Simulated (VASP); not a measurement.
# Ti (Fm-3m) in VASP: notebook

The runs below take Ti through single point, with PBE.

Program: VASP 6.6.1. These are calculated values, not measurements. Logs are shortened: lines on timing, memory, paths and dates and some standing lists are left out, and cuts for length are marked.

## Step 1: The cell of the first run

The structure is cubic, space group Fm-3m (No. 225). The conventional cell has a = 4.060 Å, b = 4.060 Å, c = 4.060 Å, α = 90.00°, β = 90.00°, γ = 90.00°. Ti (site symmetry m-3m) has 12 Ti at 2.87 Å within 3.8 Å.

## Step 2: Single point, PBE

The input, INCAR:

```
ALGO = Normal
EDIFF = 1E-6
ENCUT = 520
GGA = PE
ISIF = 2
ISMEAR = 0
LASPH = T
LCHARG = T
LELF = T
LREAL = F
LVHAR = T
LWAVE = F
NBANDS = 12
NELM = 100
PREC = Accurate
SIGMA = 0.15
```

The input, KPOINTS:

```
k-points
0
Gamma
  20 20 20
```

The input, POSCAR:

```
Ti
1.0
    0.0000000000      2.0300000000      2.0300000000
    2.0300000000      0.0000000000      2.0300000000
    2.0300000000      2.0300000000      0.0000000000
Ti
1
Direct
    0.0000000000      0.0000000000      0.0000000000
```

Potentials or basis: VASP PAW PBE potentials, release 64 (Ti_sv).

Launch:

```console
> cat potpaw_PBE.64/Ti_sv/POTCAR > POTCAR
> mpirun -np 1 vasp_std > vasp.out
```

OUTCAR:

```text
EDIFF = 1E-6
   ENCUT = 520
   GGA = PE
   ISIF = 2
   ISMEAR = 0
   LASPH = T
   LREAL = F
   NELM = 100
   PREC = Accurate

 ion  position               nearest neighbor table
   1  0.000  0.000  0.000-

  LATTYP: Found a face centered cubic cell.
 ALAT       =     4.0600000000

  Lattice vectors:

 A1 = (   0.0000000000,   2.0300000000,   2.0300000000)
 A2 = (   2.0300000000,   0.0000000000,   2.0300000000)
 A3 = (   2.0300000000,   2.0300000000,   0.0000000000)

Analysis of symmetry for initial positions (statically):
=====================================================================
 Subroutine PRICEL returns:
 Original cell was already a primitive cell.

 Routine SETGRP: Setting up the symmetry group for a
 face centered cubic supercell.

 Subroutine GETGRP returns: Found 48 space group operations
 (whereof 48 operations were pure point group operations)
 out of a pool of 48 trial point group operations.

The static configuration has the point symmetry O_h .

Analysis of symmetry for dynamics (positions and initial velocities):
=====================================================================
 Subroutine PRICEL returns:
 Original cell was already a primitive cell.

 Routine SETGRP: Setting up the symmetry group for a
 face centered cubic supercell.

 Subroutine GETGRP returns: Found 48 space group operations
 (whereof 48 operations were pure point group operations)
 out of a pool of 48 trial point group operations.

The dynamic configuration has the point symmetry O_h .

 Subroutine INISYM returns: Found 48 space group operations
 (whereof 48 operations are pure point group operations),
 and found     1 'primitive' translations

----------------------------------------------------------------------------------------

                                     Primitive cell

  volume of cell :      16.7309

  direct lattice vectors                    reciprocal lattice vectors
     0.000000000  2.030000000  2.030000000    -0.246305419  0.246305419  0.246305419
     2.030000000  0.000000000  2.030000000     0.246305419 -0.246305419  0.246305419
     2.030000000  2.030000000  0.000000000     0.246305419  0.246305419 -0.246305419

  length of vectors
     2.870853532  2.870853532  2.870853532     0.426613499  0.426613499  0.426613499

  position of ions in fractional coordinates (direct lattice)
     0.000000000  0.000000000  0.000000000

  ion indices of the primitive-cell ions
   primitive index   ion index
                 1           1

----------------------------------------------------------------------------------------
[... 82 lines left out ...]
   NUPDOWN=      -1.0000    fix difference up-down
   EMIN   =  10.00;   EMAX   =-10.00  energy-range for DOS
   EFERMI =   0.00;   METHOD = LEGACY
   ISMEAR =     0;   SIGMA  =   0.15  broadening in eV -4-tet -1-fermi 0-gaus
   EFERMI_NEDOS =   21; number of points for ismear=-14 and -15
   IALGO  =     38    algorithm
   IMIX   =      4    mixing-type and parameters
     AMIX     =   0.40;   BMIX     =  1.00
     AMIX_MAG =   1.60;   BMIX_MAG =  1.00
  volume/ion in A,a.u.               =      16.73       112.91
  Fermi-wavevector in a.u.,A,eV,Ry     =   1.465421  2.769245 29.217967  2.147460
  Thomas-Fermi vector in A             =   2.581280
   LORBIT       =      0    0 simple, 1 ext, 2 COOP (PROOUT), +10 PAW based schemes
   GGA     = PE    functional components
   LHFCALC =     F    Hartree Fock is set to
   AEXX    =    0.0000 exact exchange contribution
   IVDW    =     0    specifies the selected vdW correction
   LEPSILON=     F    determine dielectric tensor
   LRPA    =     F    only Hartree local field effects (RPA)
 non-spin polarized calculation
 Gauss-broadening in eV      SIGMA  =   0.15
  energy-cutoff  :      520.00
  volume of cell :       16.73
 maximum number of plane-waves:       465
 NGX is ok and might be reduce to    24
   NGX = 11   NGY = 11   NGZ = 11

 number of electron      12.0000002 magnetization

 Free energy of the ion-electron system (eV)
  ---------------------------------------------------
  ext. energy  EPLUGINS =         0.00000000
  ---------------------------------------------------
  free energy    TOTEN  =        -7.77968083 eV

  energy without entropy =       -7.76107218  energy(sigma->0) =       -7.77037650

 E-fermi :   8.6248     XC(G=0): -11.6756

 val. band max:        8.6195713074   @ k =  -0.4000   0.3000   0.1500
 cond. band min:       8.6281996841   @ k =   0.5000   0.3000   0.1500
 fundamental gap:      0.0086283767
 Fermi energy:         8.6247965357

 k-point     1 :       0.0000    0.0000    0.0000
  band No.  band energies     occupation
      1     -48.0227      2.00000
      2     -23.8364      2.00000
      3     -23.8364      2.00000
      4     -23.8364      2.00000
      5       2.4389      2.00000
      6       9.5222      0.00000
      7       9.5222      0.00000
      8       9.5222      0.00000
      9      11.2385      0.00000
     10      11.2385      0.00000
     11      24.0780      0.00000
     12      28.7389      0.00000
[... 331 lines left out ...]
 k-point    24 :      -0.3500    0.0500    0.0000
  band No.  band energies     occupation
      1     -47.9026      2.00000
      2     -24.4656      2.00000
      3     -23.9369      2.00000
      4     -23.9121      2.00000
      5       5.5889      2.00000
      6       8.6847      0.57232
      7       9.5059      0.00000
      8       9.5941      0.00000
      9      11.7846      0.00000
     10      12.1887      0.00000
     11      18.9638      0.00000
     12      23.9129      0.00000

 [... further k-points ...]

------------------------ aborting loop because EDIFF is reached ----------------------------------------

  FORCE on cell =-STRESS in cart. coord.  units (eV):
  Direction    XX          YY          ZZ          XY          YZ          ZX
  --------------------------------------------------------------------------------------
  -------------------------------------------------------------------------------------
  Total        0.4311041      0.4311041      0.4311041      0.0000000     -0.0000000      0.0000000
  in kB       41.2833173     41.2833173     41.2833173      0.0000000     -0.0000000      0.0000000
  external PRESSURE =      41.2833173 kB  Pullay stress =       0.0000000 kB

 VOLUME and BASIS-vectors are now :
 -----------------------------------------------------------------------------
  energy-cutoff  :      520.00
  volume of cell :       16.73
      direct lattice vectors                 reciprocal lattice vectors
     0.000000000  2.030000000  2.030000000    -0.246305419  0.246305419  0.246305419
     2.030000000  0.000000000  2.030000000     0.246305419 -0.246305419  0.246305419
     2.030000000  2.030000000  0.000000000     0.246305419  0.246305419 -0.246305419

 POSITION                                       TOTAL-FORCE (eV/Angst)
 -----------------------------------------------------------------------------------
      0.00000      0.00000      0.00000         0.000000      0.000000      0.000000
 -----------------------------------------------------------------------------------
    total drift:                               -0.000000     -0.000000     -0.000000

  FREE ENERGIE OF THE ION-ELECTRON SYSTEM (eV)
  ---------------------------------------------------
  free  energy   TOTEN  =        -7.7796808301 eV

  energy  without entropy=       -7.7610721793  energy(sigma->0) =       -7.77037650
```

OSZICAR:

```text
N       E                     dE             d eps       ncg     rms          rms(c)
DAV:   1     0.856521395833E+02    0.85652E+02   -0.66088E+03  6160   0.122E+03
DAV:   2    -0.446199259794E+01   -0.90114E+02   -0.87572E+02  6232   0.295E+02
DAV:   3    -0.864325282152E+01   -0.41813E+01   -0.41354E+01  8536   0.647E+01
DAV:   4    -0.873365283368E+01   -0.90400E-01   -0.90302E-01  6992   0.840E+00
DAV:   5    -0.873586404305E+01   -0.22112E-02   -0.22112E-02  7384   0.113E+00    0.862E+00
DAV:   6    -0.778033483383E+01    0.95553E+00   -0.19490E+00  6672   0.210E+01    0.232E+00
DAV:   7    -0.776833270994E+01    0.12002E-01   -0.10493E-01  7532   0.384E+00    0.132E+00
DAV:   8    -0.777938980471E+01   -0.11057E-01   -0.40065E-02  6348   0.250E+00    0.169E-01
DAV:   9    -0.777965205649E+01   -0.26225E-03   -0.44531E-03  7740   0.759E-01    0.912E-02
DAV:  10    -0.777970677868E+01   -0.54722E-04   -0.24457E-04  6484   0.184E-01    0.259E-02
DAV:  11    -0.777968087475E+01    0.25904E-04   -0.25811E-05  7400   0.611E-02    0.862E-03
DAV:  12    -0.777968083014E+01    0.44613E-07   -0.85050E-07  5072   0.118E-02
   1 F= -.77796808E+01 E0= -.77703765E+01  d E =-.186087E-01
```

Run time: 36 s. Hardware: 1 thread of AMD EPYC 7R13 (Zen 3), shared host; peak memory 0.14 GiB.

What came out:

```
Free energy            : -7.7797 eV
Pressure               : 4.1 GPa
Band gap on the k mesh : zero (band 6 reaches 9.52 eV, above the bottom of band 7 at 8.23 eV)
```

## Step 3: Single point, PBE

The input, INCAR:

```
  PREC = Accurate
  ENCUT = 520
  EDIFF = 1E-7
  ISMEAR = 0
  SIGMA = 0.15
  LREAL = False
  LASPH = True
  NELM = 80
  ALGO = Fast
  ISIF = 2
  LWAVE = False
  LCHARG = False
  GGA = PE
  NBANDS = 12
```

The input, KPOINTS:

```
Automatic mesh
0
Gamma
  22 22 22
```

POSCAR is that of step 2.

Potentials or basis: VASP PAW PBE potentials, release 64 (Ti_sv).

Launch:

```console
> cat potpaw_PBE.64/Ti_sv/POTCAR > POTCAR
> mpirun -np 1 vasp_std > vasp.out
```

Run time: 1.9 min. Hardware: 1 thread of AMD EPYC 7R13 (Zen 3), shared host; peak memory 0.16 GiB.

The run converged. Its results:

* Free energy: -7.7796 eV
* Pressure: 4.1 GPa
* Band gap on the k mesh: zero (band 6 reaches 9.52 eV, above the bottom of band 7 at 8.10 eV)

Levels at points of the mesh, in eV from the Fermi level:
| k point | band 3 | band 4 | band 5 | band 6 | band 7 | band 8 | band 9 | band 10 |
| --- | --- | --- | --- | --- | --- | --- | --- | --- |
| (0.00, 0.00, 0.00) | -32.46 | -32.46 | -6.19 | 0.90 | 0.90 | 0.90 | 2.61 | 2.61 |
| (0.50, 0.00, 0.00) | -32.56 | -32.56 | -2.67 | 0.73 | 0.77 | 0.77 | 3.74 | 3.74 |
| (0.50, 0.50, 0.00) | -32.72 | -32.72 | -2.70 | -1.81 | 3.01 | 3.73 | 4.03 | 4.03 |
